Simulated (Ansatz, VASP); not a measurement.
# InAs in VASP and in Ansatz

```
In As
1.0
     0.00000    3.08348    3.08348
     3.08348    0.00000    3.08348
     3.08348    3.08348    0.00000
In As
1 1
Direct
  0.00000 0.00000 0.00000
  0.25000 0.25000 0.25000
```

Alike in both runs: task single point; functional PBEsol; k mesh 14 × 14 × 14; occupations gaussian, width 0.05 eV; no spin polarisation.

|  | VASP | Ansatz |
| --- | --- | --- |
| version | VASP 6.6.1 | Ansatz 0.2.0 |
| potentials or method | VASP PAW PBE potentials, release 64 (In_d, As), cutoff 520 eV | scalar-relativistic, plane waves, PAW |
| valence electrons in the cell | 18 | 28 |

|  | VASP | Ansatz | Ansatz less VASP |
| --- | --- | --- | --- |
| gap on the k mesh at the Fermi level (eV) | none | none | - |
| pressure (GPa) | -1.9 | -2.0 | -0.07 |

VASP's potentials were made for PBE, not for PBEsol. A gap of «none» marks a metal or a gap that the smearing closes. VASP's potentials hold 18 valence electrons a cell and Ansatz's 28, so a difference there can come from the potentials and not from the codes.
